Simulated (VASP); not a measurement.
Runs of VASP 6.6.1 on ZnF2. The structure is tetragonal, space group P4_2/mnm (No. 136). The conventional cell has a = 4.705 Å, b = 4.705 Å, c = 3.134 Å, α = 90.00°, β = 90.00°, γ = 90.00°. Zn (site symmetry mmm) has 6 F at 2.01 to 2.05 Å within 2.7 Å. Within 2.7 Å of F (site symmetry m2m) lie 3 Zn at 2.01 to 2.05 Å and 1 F at 2.63 Å. 

| level | U | gap on the mesh (eV) | pressure (GPa) | largest force (eV/Å) |
| --- | --- | --- | --- | --- |
| PBE+U | Zn d U = 4.0 eV | 4.34 | 1.2 | 0.05 |
| PBE+U | Zn d U = 2.0 eV | (b) | 4.1 | 0.03 |
| PBE | - | (c) | (a) | 0.01 |
| PBE+U | Zn d U = 6.0 eV | 4.63 | -1.5 | 0.07 |

Alike in all rows: task single point; potentials or basis VASP PAW PBE potentials, release 64 (Zn, F); no spin polarisation; cell as given; k mesh 4 × 4 × 5; cutoff (eV) 600; smearing gaussian 0.01 eV.

Q: Fill in the values left out.

A: (a) 6.5; (b) 3.96; (c) 3.48.

Caveats: the cell stands under pressure (at least some runs).

A k mesh can miss the band edges.
